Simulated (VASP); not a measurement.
# Nb2As3 (P-3m1) in VASP: further runs

The runs below take Nb2As3 through single point, relaxation of cell and atoms, with PBE.

Program: VASP 6.6.1. These are calculated values, not measurements. Logs are shortened: lines on timing, memory, paths and dates and some standing lists are left out, and cuts for length are marked.

**1. The cell of the first run**

The structure is trigonal, space group P-3m1 (No. 164). Conventional cell: a = 4.111 Å, b = 4.111 Å, c = 6.545 Å, α = 90.00°, β = 90.00°, γ = 120.00°. Within 3.5 Å of Nb (site symmetry 3m) lie 7 As at 2.65 to 2.82 Å and 3 Nb at 3.35 Å. As (site symmetry -3m) has 6 Nb at 2.65 Å and 6 As at 3.48 Å within 3.5 Å. As (site symmetry 3m) has 4 Nb at 2.74 to 2.82 Å and 6 As at 2.78 to 3.48 Å within 3.6 Å.

**2. Single point, PBE**

Input file INCAR:

```
SYSTEM = Nb2As3
  PREC = Accurate
  ENCUT = 520
  EDIFF = 1E-6
  ISMEAR = 0
  SIGMA = 0.1
  LREAL = .False.
  LASPH = .True.
  NELM = 60
  ALGO = Normal
  ISIF = 2
  LWAVE = .False.
  LCHARG = .False.
  GGA = PE
  NBANDS = 28
```

Input file KPOINTS:

```
Automatic mesh
0
Gamma
  6 6 4
  0 0 0
```

Input file POSCAR:

```
Nb2As3
1.0
    4.1111521749      0.0000000000      0.0000000000
   -2.0555760874      3.5603622223      0.0000000000
    0.0000000000      0.0000000000      6.5449743165
Nb As
2 3
Direct
    0.3333333333      0.6666666667      0.1808252152
    0.6666666667      0.3333333333      0.8191747848
    0.0000000000      0.0000000000      0.0000000000
    0.3333333333      0.6666666667      0.6109272427
    0.6666666667      0.3333333333      0.3890727573
```

Potentials or basis: VASP PAW PBE potentials, release 64 (Nb_sv, As).

Command:

```bash
cat potpaw_PBE.64/Nb_sv/POTCAR potpaw_PBE.64/As/POTCAR > POTCAR
mpirun -np 1 vasp_std > vasp.out
```

OUTCAR:

```text
SYSTEM = Nb2As3
   PREC = Accurate
   ENCUT = 520
   EDIFF = 1E-6
   ISMEAR = 0
   LREAL = .False.
   LASPH = .True.
   NELM = 60
   ISIF = 2
   GGA = PE

 ion  position               nearest neighbor table
   1  0.333  0.667  0.181-   3 2.65   3 2.65   3 2.65   5 2.74   5 2.74   5 2.74   4 2.82
   2  0.667  0.333  0.819-   3 2.65   3 2.65   3 2.65   4 2.74   4 2.74   4 2.74   5 2.82
   3  0.000  0.000  0.000-   1 2.65   2 2.65   1 2.65   2 2.65   2 2.65   1 2.65
   4  0.333  0.667  0.611-   2 2.74   2 2.74   2 2.74   5 2.78   5 2.78   5 2.78   1 2.82
   5  0.667  0.333  0.389-   1 2.74   1 2.74   1 2.74   4 2.78   4 2.78   4 2.78   2 2.82

  LATTYP: Found a hexagonal cell.
 ALAT       =     4.1111521749
 C/A-ratio  =     1.5920048780

  Lattice vectors:

 A1 = (   4.1111521749,   0.0000000000,   0.0000000000)
 A2 = (  -2.0555760874,   3.5603622223,   0.0000000000)
 A3 = (   0.0000000000,   0.0000000000,   6.5449743165)

Analysis of symmetry for initial positions (statically):
=====================================================================
 Subroutine PRICEL returns:
 Original cell was already a primitive cell.

 Routine SETGRP: Setting up the symmetry group for a
 hexagonal supercell.

 Subroutine GETGRP returns: Found 12 space group operations
 (whereof 12 operations were pure point group operations)
 out of a pool of 24 trial point group operations.

The static configuration has the point symmetry D_3d.

Analysis of symmetry for dynamics (positions and initial velocities):
=====================================================================
 Subroutine PRICEL returns:
 Original cell was already a primitive cell.

 Routine SETGRP: Setting up the symmetry group for a
 hexagonal supercell.

 Subroutine GETGRP returns: Found 12 space group operations
 (whereof 12 operations were pure point group operations)
 out of a pool of 24 trial point group operations.

The dynamic configuration has the point symmetry D_3d.

 Subroutine INISYM returns: Found 12 space group operations
 (whereof 12 operations are pure point group operations),
 and found     1 'primitive' translations

----------------------------------------------------------------------------------------

                                     Primitive cell

[... 93 lines left out ...]
   ENCUT  =  520.0 eV  38.22 Ry    6.18 a.u.   7.64  7.64 12.17*2*pi/ulx,y,z
   NELM   =     60;   NELMIN=  2; NELMDL= -5     # of ELM steps
   EDIFF  = 0.1E-05   stopping-criterion for ELM
   LREAL  =      F    real-space projection
   EDIFFG = 0.1E-04   stopping-criterion for IOM
   NSW    =      0    number of steps for IOM
   IBRION =     -1    ionic relax: 0-MD 1-quasi-New 2-CG
   NFREE  =      0    steps in history (QN), initial steepest desc. (CG)
   ISIF   =      2    stress and relaxation
   ISYM   =      2    0-nonsym 1-usesym 2-fastsym
   POTIM  = 0.5000    time-step for ionic-motion
   TEBEG  =    0.0;   TEEND  =   0.0 temperature during run
   PSTRESS=    0.0 pullay stress
   NELECT =      41.0000    total number of electrons
   NUPDOWN=      -1.0000    fix difference up-down
   EMIN   =  10.00;   EMAX   =-10.00  energy-range for DOS
   EFERMI =   0.00;   METHOD = LEGACY
   ISMEAR =     0;   SIGMA  =   0.10  broadening in eV -4-tet -1-fermi 0-gaus
   EFERMI_NEDOS =   21; number of points for ismear=-14 and -15
   IALGO  =     38    algorithm
   IMIX   =      4    mixing-type and parameters
     AMIX     =   0.40;   BMIX     =  1.00
     AMIX_MAG =   1.60;   BMIX_MAG =  1.00
  volume/ion in A,a.u.               =      19.16       129.30
  Fermi-wavevector in a.u.,A,eV,Ry     =   1.233713  2.331380 20.708725  1.522048
  Thomas-Fermi vector in A             =   2.368432
   LORBIT       =      0    0 simple, 1 ext, 2 COOP (PROOUT), +10 PAW based schemes
   GGA     = PE    functional components
   LHFCALC =     F    Hartree Fock is set to
   AEXX    =    0.0000 exact exchange contribution
   IVDW    =     0    specifies the selected vdW correction
   LEPSILON=     F    determine dielectric tensor
   LRPA    =     F    only Hartree local field effects (RPA)
 non-spin polarized calculation
 Gauss-broadening in eV      SIGMA  =   0.10
  energy-cutoff  :      520.00
  volume of cell :       95.80
 maximum number of plane-waves:      2616
 NGX is ok and might be reduce to    32
   NGX = 15   NGY = 15   NGZ = 25

 number of electron      40.9999998 magnetization

 Free energy of the ion-electron system (eV)
  ---------------------------------------------------
  ext. energy  EPLUGINS =         0.00000000
  ---------------------------------------------------
  free energy    TOTEN  =       -35.02063239 eV

  energy without entropy =      -34.98602904  energy(sigma->0) =      -35.00333072

 E-fermi :   8.2915     XC(G=0): -11.1388

 val. band max:        8.2870645863   @ k =   0.1667   0.1667   0.2500
 cond. band min:       8.3036024709   @ k =   0.0000   0.0000   0.2500
 fundamental gap:      0.0165378847
 Fermi energy:         8.2914718483

 k-point     1 :       0.0000    0.0000    0.0000
  band No.  band energies     occupation
      1     -47.0900      2.00000
      2     -47.0656      2.00000
      3     -23.2667      2.00000
      4     -23.1879      2.00000
      5     -23.1879      2.00000
      6     -23.1364      2.00000
[... 733 lines left out ...]
     27      11.2955      0.00000
     28      12.1751      0.00000

------------------------ aborting loop because EDIFF is reached ----------------------------------------

  FORCE on cell =-STRESS in cart. coord.  units (eV):
  Direction    XX          YY          ZZ          XY          YZ          ZX
  --------------------------------------------------------------------------------------
  -------------------------------------------------------------------------------------
  Total        0.0098672      0.0098672      0.0542560      0.0000000     -0.0000000      0.0000000
  in kB        0.1650207      0.1650207      0.9073877      0.0000000     -0.0000000      0.0000000
  external PRESSURE =       0.4124763 kB  Pullay stress =       0.0000000 kB

 VOLUME and BASIS-vectors are now :
 -----------------------------------------------------------------------------
  energy-cutoff  :      520.00
  volume of cell :       95.80
      direct lattice vectors                 reciprocal lattice vectors
     4.111152175  0.000000000  0.000000000     0.243240814  0.140435149  0.000000000
    -2.055576087  3.560362222  0.000000000     0.000000000  0.280870298  0.000000000
     0.000000000  0.000000000  6.544974317     0.000000000  0.000000000  0.152788988

 POSITION                                       TOTAL-FORCE (eV/Angst)
 -----------------------------------------------------------------------------------
     -0.00000      2.37357      1.18350        -0.000000      0.000000     -0.022611
      2.05558      1.18679      5.36148         0.000000     -0.000000      0.022611
      0.00000      0.00000      0.00000         0.000000      0.000000      0.000000
     -0.00000      2.37357      3.99850         0.000000      0.000000     -0.016148
      2.05558      1.18679      2.54647         0.000000     -0.000000      0.016148
 -----------------------------------------------------------------------------------
    total drift:                               -0.000000      0.000000      0.000000

  FREE ENERGIE OF THE ION-ELECTRON SYSTEM (eV)
  ---------------------------------------------------
  free  energy   TOTEN  =       -35.0206323925 eV

  energy  without entropy=      -34.9860290385  energy(sigma->0) =      -35.00333072
```

stdout:

```text
POSCAR found type information on POSCAR NbAs
 POSCAR found :  2 types and       5 ions
 scaLAPACK will be used
 LDA part: xc-table for (Slater+PW92), standard interpolation
 POSCAR, INCAR and KPOINTS ok, starting setup
 FFT: planning ... GRIDC
 FFT: planning ... GRID_SOFT
 FFT: planning ... GRID
 WAVECAR not read
 entering main loop
```

Wall time 55 s (1 thread of Intel Xeon Platinum 8375C at 2.90GHz (Ice Lake), shared host); peak memory 0.24 GiB.

What came out:

```
Free energy   : -35.0206 eV
Pressure      : 0.0 GPa
Largest force : 0.023 eV/Å
```

Forces on the atoms (eV/Å):
```
Nb   0.000  0.000 -0.023
Nb   0.000  0.000  0.023
As   0.000  0.000  0.000
As   0.000  0.000 -0.016
As   0.000  0.000  0.016
```

Levels at points of the mesh, in eV from the Fermi level:
| k point | band 18 | band 19 | band 20 | band 21 | band 22 | band 23 | band 24 | band 25 |
| --- | --- | --- | --- | --- | --- | --- | --- | --- |
| (0.00, 0.00, 0.00) | -1.46 | -1.46 | -1.28 | 0.30 | 0.30 | 0.66 | 1.33 | 1.33 |
| (0.50, 0.00, 0.00) | -1.92 | -1.14 | -0.61 | 0.00 | 0.31 | 0.63 | 1.05 | 1.80 |
| (0.00, 0.00, 0.50) | -1.74 | -1.74 | -0.97 | -0.97 | -0.08 | 1.21 | 1.21 | 1.42 |
| (0.50, 0.00, 0.50) | -2.20 | -0.72 | -0.41 | -0.02 | 0.20 | 0.63 | 0.80 | 2.56 |

**3. Relaxation of cell and atoms, PBE**

This run uses another cell than the first one, of 18.41 Å³/atom, 0.961 times its volume.

Input file INCAR:

```
SYSTEM = Nb2As3
ALGO = Normal
EDIFF = 1E-6
EDIFFG = -0.04
ENCUT = 600
GGA = PE
IBRION = 2
ISIF = 3
ISMEAR = 0
LASPH = .TRUE.
LCHARG = .FALSE.
LREAL = .FALSE.
LWAVE = .FALSE.
NELM = 80
NSW = 90
PREC = Accurate
SIGMA = 0.1
```

Input file KPOINTS:

```
k-points
0
G
  6 6 4
  0 0 0
```

Input file POSCAR:

```
Nb2As3
1.0
    4.0877689278      0.0000000000      0.0000000000
   -2.0438844639      3.5401117363      0.0000000000
    0.0000000000      0.0000000000      6.3599044486
Nb As
2 3
Direct
    0.3333333333      0.6666666667      0.2450000000
    0.6666666667      0.3333333333      0.7550000000
    0.0000000000      0.0000000000      0.0000000000
    0.3333333333      0.6666666667      0.6450000000
    0.6666666667      0.3333333333      0.3550000000
```

Potentials or basis: VASP PAW PBE potentials, release 64 (Nb_sv, As).

Command:

```bash
cat potpaw_PBE.64/Nb_sv/POTCAR potpaw_PBE.64/As/POTCAR > POTCAR
mpirun -np 1 vasp_std > vasp.out
```

Run time: 18 min. Hardware: 1 thread of Intel Xeon Platinum 8375C at 2.90GHz (Ice Lake), shared host; peak memory 0.29 GiB.

Results (log left out):

- Free energy: -35.0189 eV
- Relaxed volume: 19.13 Å³/atom
- Relaxed cell: a = 4.088 Å, b = 4.088 Å, c = 6.610 Å, α = 90.00°, β = 90.00°, γ = 120.00°
- Space group after relaxing (to 0.05 Å): P-3m1 (No. 164)
- Energy gained by relaxing: 279.3 meV/atom
- Ionic steps: 21
- Pressure after relaxing: 0.2 GPa
- Largest force after relaxing: 0.009 eV/Å

Forces on the atoms (eV/Å):
```
Nb   0.000  0.000 -0.009
Nb   0.000  0.000  0.009
As   0.000  0.000  0.000
As   0.000  0.000 -0.005
As   0.000  0.000  0.005
```

Stress tensor (GPa, compression positive):
```
0.33 0.00 0.00
0.00 0.33 0.00
0.00 0.00 0.04
```

The path:
```csv
step,energy change (eV),largest force (eV/Å),pressure (GPa),volume (Å³)
1,0.0000,2.0546,16.43,92.04
2,0.1226,0.2264,-13.23,119.52
3,-0.6303,0.8838,-1.74,103.91
4,-0.6312,0.9143,-1.26,103.47
5,-0.7390,1.0214,-1.25,102.42
6,-1.0532,0.8769,-0.95,99.28
7,-1.3287,0.2031,4.02,93.11
8,-1.3351,0.4662,2.07,94.51
9,-1.3403,0.3302,2.81,93.93
10,-1.3444,0.2714,-2.26,97.90
11,-1.3707,0.0894,0.04,95.92
12,-1.3744,0.0354,0.13,95.84
13,-1.3791,0.1207,0.47,95.60
14,-1.3812,0.1343,-0.26,96.14
15,-1.3814,0.1379,-0.44,96.28
16,-1.3839,0.1410,-0.41,96.23
17,-1.3901,0.1467,-0.27,96.05
18,-1.3925,0.1659,0.34,95.63
19,-1.3951,0.0867,-0.43,96.21
20,-1.3951,0.0898,-0.41,96.19
21,-1.3965,0.0089,0.23,95.65
```

Final structure:
```
Nb As
1.0
     4.08774    0.00000    0.00000
    -2.04387    3.54009    0.00000
     0.00000    0.00000    6.61002
Nb As
2 3
Direct
  0.33333 0.66667 0.18249
  0.66667 0.33333 0.81751
  0.00000 0.00000 0.00000
  0.33333 0.66667 0.60914
  0.66667 0.33333 0.39086
```

Levels at points of the mesh, in eV from the Fermi level:
```
           k point  band 16  band 17  band 18  band 19  band 20  band 21  band 22  band 23  band 24
(0.00, 0.00, 0.00)    -3.40    -2.80    -1.46    -1.46    -1.35     0.23     0.23     0.63     1.30
(0.50, 0.00, 0.00)    -3.34    -3.14    -2.01    -1.16    -0.62     0.02     0.31     0.65     1.00
(0.00, 0.00, 0.50)    -2.17    -1.77    -1.77    -1.75    -1.01    -1.01    -0.10     1.10     1.10
(0.50, 0.00, 0.50)    -3.85    -2.62    -2.31    -0.79    -0.41     0.01     0.26     0.59     0.76
```
